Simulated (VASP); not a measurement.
# AlN (F-43m) in VASP: a series of runs

AlN is run at these levels: r2SCAN; tasks: single point, relaxation of cell and atoms.

Program: VASP 6.6.1. These are calculated values, not measurements. Logs are shortened: lines on timing, memory, paths and dates and some standing lists are left out, and cuts for length are marked.

## (1) The cell of the first run

Symmetry: F-43m, No. 216, cubic system. The conventional cell has a = 4.456 Å, b = 4.456 Å, c = 4.456 Å, α = 90.00°, β = 90.00°, γ = 90.00°. Within 2.6 Å of Al (site symmetry -43m) lie 4 N at 1.93 Å. N (site symmetry -43m) has 4 Al at 1.93 Å within 2.6 Å.

## (2) Single point, r2SCAN (volume scaled by 1.06)

POSCAR

```
AlN
1.0
    0.0000000000      2.2277526963      2.2277526963
    2.2277526963      0.0000000000      2.2277526963
    2.2277526963      2.2277526963      0.0000000000
Al N
1 1
Direct
    0.0000000000      0.0000000000      0.0000000000
    0.7500000000      0.7500000000      0.7500000000
```

INCAR.step1

```
SYSTEM = AlN
  PREC = Accurate
  ENCUT = 520
  ISMEAR = 0
  SIGMA = 0.02
  LREAL = .False.
  LASPH = .True.
  NELM = 80
  NBANDS = 11
  GGA = PE
  ALGO = Normal
  EDIFF = 1E-4
  LWAVE = .True.
  LCHARG = .False.
```

INCAR.step2

```
SYSTEM = AlN
  PREC = Accurate
  ENCUT = 520
  EDIFF = 1E-6
  ISMEAR = 0
  SIGMA = 0.02
  LREAL = .False.
  LASPH = .True.
  NELM = 80
  ALGO = Normal
  ISIF = 2
  LWAVE = .False.
  LCHARG = .False.
  METAGGA = R2SCAN
  LMIXTAU = .True.
  NBANDS = 11
  ISTART = 1
```

KPOINTS

```
regular mesh
0
Gamma
  10 10 10
  0 0 0
```

Potentials or basis: VASP PAW PBE potentials, release 64 (Al, N).

Command:

```sh
> cat potpaw_PBE.64/Al/POTCAR potpaw_PBE.64/N/POTCAR > POTCAR
> cp INCAR.step1 INCAR
> mpirun -np 1 vasp_std > vasp.out
> cp INCAR.step2 INCAR
> mpirun -np 1 vasp_std > vasp.out
```

OUTCAR:

```text
SYSTEM = AlN
   PREC = Accurate
   ENCUT = 520
   EDIFF = 1E-6
   ISMEAR = 0
   LREAL = .False.
   LASPH = .True.
   NELM = 80
   ISIF = 2
   METAGGA = R2SCAN
   ISTART = 1

 ion  position               nearest neighbor table
   1  0.000  0.000  0.000-   2 1.93   2 1.93   2 1.93   2 1.93
   2  0.750  0.750  0.750-   1 1.93   1 1.93   1 1.93   1 1.93

  LATTYP: Found a face centered cubic cell.
 ALAT       =     4.4555053926

  Lattice vectors:

 A1 = (   0.0000000000,   2.2277526963,   2.2277526963)
 A2 = (   2.2277526963,   0.0000000000,   2.2277526963)
 A3 = (   2.2277526963,   2.2277526963,   0.0000000000)

Analysis of symmetry for initial positions (statically):
=====================================================================
 Subroutine PRICEL returns:
 Original cell was already a primitive cell.

 Routine SETGRP: Setting up the symmetry group for a
 face centered cubic supercell.

 Subroutine GETGRP returns: Found 24 space group operations
 (whereof 24 operations were pure point group operations)
 out of a pool of 48 trial point group operations.

The static configuration has the point symmetry T_d .

Analysis of symmetry for dynamics (positions and initial velocities):
=====================================================================
 Subroutine PRICEL returns:
 Original cell was already a primitive cell.

 Routine SETGRP: Setting up the symmetry group for a
 face centered cubic supercell.

 Subroutine GETGRP returns: Found 24 space group operations
 (whereof 24 operations were pure point group operations)
 out of a pool of 48 trial point group operations.

The dynamic configuration has the point symmetry T_d .

 Subroutine INISYM returns: Found 24 space group operations
 (whereof 24 operations are pure point group operations),
 and found     1 'primitive' translations

----------------------------------------------------------------------------------------

                                     Primitive cell

  volume of cell :      22.1121

  direct lattice vectors                    reciprocal lattice vectors
     0.000000000  2.227752696  2.227752696    -0.224441430  0.224441430  0.224441430
     2.227752696  0.000000000  2.227752696     0.224441430 -0.224441430  0.224441430
     2.227752696  2.227752696  0.000000000     0.224441430  0.224441430 -0.224441430

  length of vectors
     3.150518077  3.150518077  3.150518077     0.388743959  0.388743959  0.388743959

  position of ions in fractional coordinates (direct lattice)
     0.000000000  0.000000000  0.000000000
     0.750000000  0.750000000  0.750000000

  ion indices of the primitive-cell ions
   primitive index   ion index
                 1           1
                 2           2

----------------------------------------------------------------------------------------

 KPOINTS: regular mesh

Automatic generation of k-mesh.
 Grid dimensions read from file:
 generate k-points for:   10   10   10

 Generating k-lattice:

  Cartesian coordinates                     Fractional coordinates (reciprocal lattice)
    -0.022444143  0.022444143  0.022444143     0.100000000  0.000000000  0.000000000
     0.022444143 -0.022444143  0.022444143     0.000000000  0.100000000  0.000000000
     0.022444143  0.022444143 -0.022444143     0.000000000  0.000000000  0.100000000

  Length of vectors
     0.038874396  0.038874396  0.038874396

  Shift w.r.t. Gamma in fractional coordinates (k-lattice)
     0.000000000  0.000000000  0.000000000

 Subroutine IBZKPT returns following result:
 ===========================================

 Found     47 irreducible k-points:

 Following reciprocal coordinates:
            Coordinates               Weight
  0.000000  0.000000  0.000000      1.000000
  0.100000  0.000000  0.000000      8.000000
  0.200000  0.000000  0.000000      8.000000
  0.300000  0.000000  0.000000      8.000000
  0.400000  0.000000  0.000000      8.000000
  0.500000  0.000000  0.000000      4.000000
[... 16 lines left out ...]
  0.300000  0.300000  0.000000      6.000000
  0.400000  0.300000  0.000000     24.000000
 [... further k-points ...]
   k-points           NKPTS =     47   k-points in BZ     NKDIM =     47   number of bands    NBANDS=     11
   number of dos      NEDOS =    301   number of ions     NIONS =      2
   total plane-waves  NPLWV =  13824
   dimension x,y,z NGX =    24 NGY =   24 NGZ =   24
   dimension x,y,z NGXF=    48 NGYF=   48 NGZF=   48
   ions per type =               1   1
   NGX,Y,Z   is equivalent  to a cutoff of  12.66, 12.66, 12.66 a.u.
   NGXF,Y,Z  is equivalent  to a cutoff of  25.33, 25.33, 25.33 a.u.
 SYSTEM =  AlN
   PREC   = accura    normal or accurate (medium, high low for compatibility)
   ISTART =      1    job   : 0-new  1-cont  2-samecut
   ICHARG =      0    charge: 1-file 2-atom 10-const
   ISPIN  =      1    spin polarized calculation?
   LNONCOLLINEAR =      F non collinear calculations
   LSORBIT =      F    spin-orbit coupling
   LASPH  =      T    aspherical Exc in radial PAW
   ENCUT  =  520.0 eV  38.22 Ry    6.18 a.u.   5.86  5.86  5.86*2*pi/ulx,y,z
   NELM   =     80;   NELMIN=  2; NELMDL=  0     # of ELM steps
   EDIFF  = 0.1E-05   stopping-criterion for ELM
   LREAL  =      F    real-space projection
   EDIFFG = 0.1E-04   stopping-criterion for IOM
   NSW    =      0    number of steps for IOM
   IBRION =     -1    ionic relax: 0-MD 1-quasi-New 2-CG
   NFREE  =      0    steps in history (QN), initial steepest desc. (CG)
   ISIF   =      2    stress and relaxation
   ISYM   =      2    0-nonsym 1-usesym 2-fastsym
   POTIM  = 0.5000    time-step for ionic-motion
   TEBEG  =    0.0;   TEEND  =   0.0 temperature during run
   PSTRESS=    0.0 pullay stress
   NELECT =       8.0000    total number of electrons
   NUPDOWN=      -1.0000    fix difference up-down
   EMIN   =  10.00;   EMAX   =-10.00  energy-range for DOS
   EFERMI =   0.00;   METHOD = LEGACY
   ISMEAR =     0;   SIGMA  =   0.02  broadening in eV -4-tet -1-fermi 0-gaus
   EFERMI_NEDOS =   21; number of points for ismear=-14 and -15
   IALGO  =     38    algorithm
   IMIX   =      4    mixing-type and parameters
     AMIX     =   0.40;   BMIX     =  1.00
     AMIX_MAG =   1.60;   BMIX_MAG =  1.00
  volume/ion in A,a.u.               =      11.06        74.61
  Fermi-wavevector in a.u.,A,eV,Ry     =   1.166526  2.204415 18.514583  1.360783
  Thomas-Fermi vector in A             =   2.303038
   LORBIT       =      0    0 simple, 1 ext, 2 COOP (PROOUT), +10 PAW based schemes
   METAGGA = R2SCAN    functional components
   LHFCALC =     F    Hartree Fock is set to
   AEXX    =    0.0000 exact exchange contribution
   IVDW    =     0    specifies the selected vdW correction
   LEPSILON=     F    determine dielectric tensor
   LRPA    =     F    only Hartree local field effects (RPA)
 non-spin polarized calculation
 Gauss-broadening in eV      SIGMA  =   0.02
  energy-cutoff  :      520.00
  volume of cell :       22.11
 maximum number of plane-waves:       610
   NGX = 11   NGY = 11   NGZ = 11

 number of electron       8.0000002 magnetization

 Free energy of the ion-electron system (eV)
  ---------------------------------------------------
  ext. energy  EPLUGINS =         0.00000000
  ---------------------------------------------------
  free energy    TOTEN  =       -19.13295162 eV

  energy without entropy =      -19.13295162  energy(sigma->0) =      -19.13295162

 E-fermi :   5.2881     XC(G=0): -11.1519

 val. band max:        5.1519973559   @ k =   0.0000   0.0000   0.0000
 cond. band min:       9.0375668155   @ k =   0.5000   0.5000   0.0000
 fundamental gap:      3.8855694596
 Fermi energy:         5.2881249122

 k-point     1 :       0.0000    0.0000    0.0000
  band No.  band energies     occupation
      1     -10.2524      2.00000
      2       5.1520      2.00000
      3       5.1520      2.00000
      4       5.1520      2.00000
      5       9.4986      0.00000
      6      18.0721      0.00000
      7      18.0721      0.00000
      8      18.0721      0.00000
      9      23.1981      0.00000
     10      23.1981      0.00000
     11      24.7819      0.00000

 k-point     2 :       0.1000    0.0000    0.0000
  band No.  band energies     occupation
      1     -10.1158      2.00000
      2       4.3549      2.00000
      3       5.1008      2.00000
      4       5.1008      2.00000
      5      10.1706      0.00000
      6      17.6955      0.00000
      7      18.2054      0.00000
      8      18.2054      0.00000
      9      22.0147      0.00000
     10      22.0147      0.00000
     11      24.0021      0.00000

 k-point     3 :       0.2000    0.0000    0.0000
  band No.  band energies     occupation
      1      -9.7304      2.00000
      2       2.7812      2.00000
      3       4.9727      2.00000
      4       4.9727      2.00000
      5      11.3368      0.00000
      6      16.9237      0.00000
      7      18.1492      0.00000
      8      18.1492      0.00000
      9      21.4952      0.00000
     10      21.4952      0.00000
     11      23.1097      0.00000

 k-point     4 :       0.3000    0.0000    0.0000
  band No.  band energies     occupation
      1      -9.1800      2.00000
      2       1.1883      2.00000
      3       4.8253      2.00000
      4       4.8253      2.00000
      5      12.2271      0.00000
      6      16.2099      0.00000
      7      17.5136      0.00000
      8      17.5136      0.00000
      9      22.5505      0.00000
     10      22.5505      0.00000
     11      22.8911      0.00000
[... 239 lines left out ...]
 k-point    22 :      -0.2000    0.2000    0.0000
  band No.  band energies     occupation
      1      -8.9985      2.00000
      2       1.4748      2.00000
      3       3.5143      2.00000
      4       4.8957      2.00000
      5      13.0330      0.00000
      6      15.5008      0.00000
      7      16.9677      0.00000
      8      18.0446      0.00000
      9      20.5803      0.00000
     10      24.0568      0.00000
     11      26.9290      0.00000

 k-point    23 :       0.3000    0.3000    0.0000
  band No.  band energies     occupation
      1      -8.8342      2.00000
      2       1.6856      2.00000
      3       3.9369      2.00000
      4       3.9369      2.00000
      5      10.9465      0.00000
      6      15.3014      0.00000
      7      17.3662      0.00000
      8      20.0707      0.00000
      9      20.0707      0.00000
     10      25.9261      0.00000
     11      29.1786      0.00000

 k-point    24 :       0.4000    0.3000    0.0000
  band No.  band energies     occupation
      1      -8.4227      2.00000
      2       1.0847      2.00000
      3       3.4959      2.00000
      4       3.7750      2.00000
      5      10.5734      0.00000
      6      15.1476      0.00000
      7      17.7259      0.00000
      8      20.1662      0.00000
      9      20.6872      0.00000
     10      26.8986      0.00000
     11      28.9525      0.00000

 [... further k-points ...]
[... 5 lines left out ...]
  --------------------------------------------------------------------------------------
  -------------------------------------------------------------------------------------
  Total       -1.5628381     -1.5628381     -1.5628381      0.0000000      0.0000000      0.0000000
  in kB     -113.2383800   -113.2383800   -113.2383800      0.0000000      0.0000000      0.0000000
  external PRESSURE =    -113.2383800 kB  Pullay stress =       0.0000000 kB

 VOLUME and BASIS-vectors are now :
 -----------------------------------------------------------------------------
  energy-cutoff  :      520.00
  volume of cell :       22.11
      direct lattice vectors                 reciprocal lattice vectors
     0.000000000  2.227752696  2.227752696    -0.224441430  0.224441430  0.224441430
     2.227752696  0.000000000  2.227752696     0.224441430 -0.224441430  0.224441430
     2.227752696  2.227752696  0.000000000     0.224441430  0.224441430 -0.224441430

 POSITION                                       TOTAL-FORCE (eV/Angst)
 -----------------------------------------------------------------------------------
      0.00000      0.00000      0.00000        -0.000000      0.000000     -0.000000
      3.34163      3.34163      3.34163         0.000000     -0.000000      0.000000
 -----------------------------------------------------------------------------------
    total drift:                               -0.000003     -0.000003     -0.000003

  FREE ENERGIE OF THE ION-ELECTRON SYSTEM (eV)
  ---------------------------------------------------
  free  energy   TOTEN  =       -19.1329516219 eV

  energy  without entropy=      -19.1329516219  energy(sigma->0) =      -19.13295162
```

Wall time 17 s (1 thread of Intel Xeon 6975P-C (Granite Rapids), shared host); peak memory 0.14 GiB.

Results:

| Quantity | Value |
| --- | --- |
| Free energy | -19.1330 eV |
| Pressure | -11.3 GPa |
| Band gap on the k mesh | 3.89 eV, indirect (least direct gap 4.35 eV) |

Levels at points of the mesh, in eV from the valence-band top:
```tsv
k point	band 1	band 2	band 3	band 4	band 5	band 6	band 7	band 8
(0.00, 0.00, 0.00)	-15.40	0.00	0.00	0.00	4.35	12.92	12.92	12.92
(0.50, 0.00, 0.00)	-13.56	-5.65	-0.48	-0.48	7.65	10.39	11.56	11.56
(0.50, 0.50, 0.00)	-12.99	-4.77	-1.74	-1.74	3.89	9.09	14.38	16.19
```

Caveat: the PAW data sets were made with another functional, which shifts forces and pressure a little. A k mesh can miss the band edges.

(Part 1 of 2 ends here.)
